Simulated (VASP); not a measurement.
# Ru (Im-3m) in VASP: a series of runs, part 2 of 2

VASP 6.6.1.

**3. Relaxation of cell and atoms, PBE, target pressure 93 GPa, at which the enthalpy is minimised**

Input file INCAR:

```
SYSTEM = Ru
ALGO = Normal
EDIFF = 1E-7
EDIFFG = -0.005
ENCUT = 600
GGA = PE
IBRION = 2
ISIF = 3
ISMEAR = -1
LASPH = .True.
LCHARG = .False.
LREAL = .False.
LWAVE = .False.
NELM = 100
NSW = 32
PREC = Accurate
PSTRESS = 930.0
SIGMA = 0.08
```

Input file KPOINTS:

```
k-points
0
Gamma
  19 19 19
  0 0 0
```

Input file POSCAR:

```
Ru
1.0
   -1.4262069845      1.4262069845      1.4262069845
    1.4262069845     -1.4262069845      1.4262069845
    1.4262069845      1.4262069845     -1.4262069845
Ru
1
Direct
    0.0000000000      0.0000000000      0.0000000000
```

Potentials or basis: VASP PAW PBE potentials, release 64 (Ru_pv).

Launch:

```console
$ cat potpaw_PBE.64/Ru_pv/POTCAR > POTCAR
$ mpirun -np 1 vasp_std > vasp.out
```

OUTCAR:

```text
SYSTEM = Ru
   EDIFF = 1E-7
   EDIFFG = -0.005
   ENCUT = 600
   GGA = PE
   IBRION = 2
   ISIF = 3
   ISMEAR = -1
   LASPH = .True.
   LREAL = .False.
   NELM = 100
   NSW = 32
   PREC = Accurate
   PSTRESS = 930.0

 ion  position               nearest neighbor table
   1  0.000  0.000  0.000-

  LATTYP: Found a body centered cubic cell.
 ALAT       =     2.8524139690

  Lattice vectors:

 A1 = (  -1.4262069845,   1.4262069845,   1.4262069845)
 A2 = (   1.4262069845,  -1.4262069845,   1.4262069845)
 A3 = (   1.4262069845,   1.4262069845,  -1.4262069845)

Analysis of symmetry for initial positions (statically):
=====================================================================
 Subroutine PRICEL returns:
 Original cell was already a primitive cell.

 Routine SETGRP: Setting up the symmetry group for a
 body centered cubic supercell.

 Subroutine GETGRP returns: Found 48 space group operations
 (whereof 48 operations were pure point group operations)
 out of a pool of 48 trial point group operations.

The static configuration has the point symmetry O_h .

Analysis of symmetry for dynamics (positions and initial velocities):
=====================================================================
 Subroutine PRICEL returns:
 Original cell was already a primitive cell.

 Routine SETGRP: Setting up the symmetry group for a
[... 225 lines left out ...]

 number of electron      13.9999994 magnetization

 Free energy of the ion-electron system (eV)
  ---------------------------------------------------
  ext. energy  EPLUGINS =         0.00000000
  ---------------------------------------------------
  free energy    TOTEN  =        -7.99852217 eV

  energy without entropy =       -7.96728651  energy(sigma->0) =       -7.98290434

 E-fermi :  16.1206     XC(G=0): -15.0998

 val. band max:       16.1181219949   @ k =   0.3684   0.1579   0.0526
 cond. band min:      16.1292546953   @ k =   0.3158   0.2105   0.0526
 fundamental gap:      0.0111327005
 Fermi energy:        16.1205968422

 k-point     1 :       0.0000    0.0000    0.0000
  band No.  band energies     occupation
      1     -26.5113      2.00000
      2     -26.5113      2.00000
      3     -26.5113      2.00000
      4       7.0141      2.00000
      5      12.4490      2.00000
      6      12.4490      2.00000
      7      12.4490      2.00000
      8      15.9316      1.82788
      9      15.9316      1.82788
     10      26.4369      0.00000
     11      33.2760      0.00000
[... 309 lines left out ...]
 k-point    24 :       0.3158    0.1053   -0.0000
  band No.  band energies     occupation
      1     -28.0027      2.00000
      2     -27.0356      2.00000
      3     -26.5942      2.00000
      4       9.0572      2.00000
      5      10.5813      2.00000
      6      13.9591      2.00000
      7      15.6497      1.99446
      8      16.7829      0.00051
      9      19.0423      0.00000
     10      26.4362      0.00000
     11      31.0072      0.00000

 [... further k-points ...]

------------------------ aborting loop because EDIFF is reached ----------------------------------------

  FORCE on cell =-STRESS in cart. coord.  units (eV):
  Direction    XX          YY          ZZ          XY          YZ          ZX
  --------------------------------------------------------------------------------------
  -------------------------------------------------------------------------------------
  Total        6.7383843      6.7383843      6.7383843     -0.0000000     -0.0000000      0.0000000
  in kB      929.7252191    929.7252191    929.7252191     -0.0000000     -0.0000000      0.0000000
  external PRESSURE =      -0.2747809 kB  Pullay stress =     930.0000000 kB
[... 20 lines left out ...]
  energy  without entropy=       -7.9672865087  energy(sigma->0) =       -7.98290434

  enthalpy is  TOTEN    =        -1.2581463452 eV   P V=        6.7403758245

 reached required accuracy - stopping structural energy minimisation
```

OSZICAR:

```text
N       E                     dE             d eps       ncg     rms          rms(c)
DAV:   1     0.113086066862E+03    0.11309E+03   -0.95043E+03  4840   0.155E+03
[... 20 lines left out ...]
   2 F= -.12576720E+01 E0= -.12419476E+01  d E =0.461870E-03
       N       E                     dE             d eps       ncg     rms          rms(c)
DAV:   1    -0.800229000858E+01    0.25428E-01   -0.82452E-02  5020   0.440E+00    0.691E-01
DAV:   2    -0.799863781540E+01    0.36522E-02   -0.82754E-03  5017   0.123E+00    0.127E-01
DAV:   3    -0.799847380698E+01    0.16401E-03   -0.78461E-04  5434   0.360E-01    0.571E-02
DAV:   4    -0.799852221982E+01   -0.48413E-04   -0.35020E-05  5188   0.779E-02    0.705E-03
DAV:   5    -0.799852216973E+01    0.50090E-07   -0.92083E-07  5512   0.129E-02
   3 F= -.12581463E+01 E0= -.12425285E+01  d E =-.124991E-04
```

It took 42 s on 1 thread of Intel Xeon Platinum 8488C (Sapphire Rapids), shared host; peak memory 0.16 GiB.

Results:

```yaml
Free_energy: -7.9985 eV
Relaxed_volume: 11.61 Å³/atom
Relaxed_cell: a = 2.471 Å, b = 2.471 Å, c = 2.471 Å, α = 109.47°, β = 109.47°, γ = 109.47°
Space_group_after_relaxing_to_0.05_Å: Im-3m (No. 229)
Energy_change_on_relaxing_the_enthalpy_is_what_falls: -4.7 meV/atom
Ionic_steps: 3
Pressure_after_relaxing: 93.0 GPa
Band_gap_on_the_k_mesh: zero (band 7 reaches 18.39 eV, above the bottom of band 8 at 13.54 eV)
```

Step by step:
```
step  energy change (eV)  largest force (eV/Å)  pressure (GPa)  volume (Å³)
   1              0.0000                0.0000           93.49        11.60
   2             -0.0339                0.0000           90.07        11.66
   3             -0.0047                0.0000           92.97        11.61
```

Final structure:
```
Ru
1.0
    -1.42654    1.42654    1.42654
     1.42654   -1.42654    1.42654
     1.42654    1.42654   -1.42654
Ru
1
Cartesian
  0.0000 0.0000 0.0000
```

Levels at points of the mesh, in eV from the Fermi level:
| k point | band 5 | band 6 | band 7 | band 8 | band 9 | band 10 |
| --- | --- | --- | --- | --- | --- | --- |
| (0.00, 0.00, 0.00) | -3.67 | -3.67 | -3.67 | -0.19 | -0.19 | 10.32 |

Caveat: the cell is relaxed towards a set pressure, so the enthalpy falls and the energy may rise.

**4. Relaxation of cell and atoms, PBE**

This run uses another cell than the first one, of 13.77 Å³/atom, 1.186 times its volume.

Input file INCAR:

```
PREC = Accurate ; ENCUT = 600
EDIFF = 1E-7 ; ISMEAR = -1
SIGMA = 0.08 ; LREAL = F
LASPH = T ; NELM = 80
ALGO = Normal ; ISIF = 3
LWAVE = F ; LCHARG = F
GGA = PE ; IBRION = 2
NSW = 60 ; EDIFFG = -0.005
```

Input file KPOINTS:

```
Automatic mesh
0
Gamma
  19 19 19
```

Input file POSCAR:

```
Ru
1.0
   -1.5098609582      1.5098609582      1.5098609582
    1.5098609582     -1.5098609582      1.5098609582
    1.5098609582      1.5098609582     -1.5098609582
Ru
1
Direct
    0.0000000000      0.0000000000      0.0000000000
```

Launch:

```console
$ cat potpaw_PBE.64/Ru_pv/POTCAR > POTCAR
$ mpirun -np 1 vasp_std > vasp.out
```

Wall time 55 s (1 thread of Intel Xeon Platinum 8488C (Sapphire Rapids), shared host); peak memory 0.18 GiB.

Results (log left out):

```yaml
Free_energy: -8.6280 eV
Relaxed_volume: 14.24 Å³/atom
Relaxed_cell: a = 2.645 Å, b = 2.645 Å, c = 2.645 Å, α = 109.47°, β = 109.47°, γ = 109.47°
Space_group_after_relaxing_to_0.05_Å: Im-3m (No. 229)
Energy_gained_by_relaxing: 14.4 meV/atom
Ionic_steps: 4
Pressure_after_relaxing: 0.0 GPa
Band_gap_on_the_k_mesh: zero (band 7 reaches 13.80 eV, above the bottom of band 8 at 10.32 eV)
```

The path:
```tsv
step	energy change (eV)	largest force (eV/Å)	pressure (GPa)	volume (Å³)
1	0.0000	0.0000	10.20	13.77
2	0.0791	0.0000	-20.24	15.59
3	-0.0144	0.0000	-0.33	14.25
4	-0.0144	0.0000	-0.02	14.24
```

Final structure:
```
Ru
1.0
    -1.52689    1.52689    1.52689
     1.52689   -1.52689    1.52689
     1.52689    1.52689   -1.52689
Ru
1
Direct
  0.00000 0.00000 0.00000
```

Levels at points of the mesh, in eV from the Fermi level:
```tsv
k point	band 5	band 6	band 7	band 8	band 9	band 10
(0.00, 0.00, 0.00)	-2.74	-2.74	-2.74	-0.10	-0.10	10.56
```

**5. Summary**

| cell | gap on the mesh (eV) | pressure (GPa) |
| --- | --- | --- |
| relaxed to 93 GPa from a = 2.471 Å, angles 109.5°, 1 atom | none | 93.1 |
| relaxed to 93 GPa from a = 2.470 Å, angles 109.5°, 1 atom | none | 93.0 |
| relaxed from a = 2.615 Å, angles 109.5°, 1 atom | none | 0.0 |

Alike in all rows: task relaxation of cell and atoms; level PBE; potentials or basis VASP PAW PBE potentials, release 64 (Ru_pv); no spin polarisation; k mesh 19 × 19 × 19; cutoff (eV) 600; smearing fermi-dirac 0.08 eV.

Caveats: the cell is relaxed towards a set pressure, so the enthalpy falls and the energy may rise (some runs); the relaxation stopped at its first step, so nothing moved (some runs).

Total energies depend on the potentials used, so only differences within one code and one set of settings carry meaning.
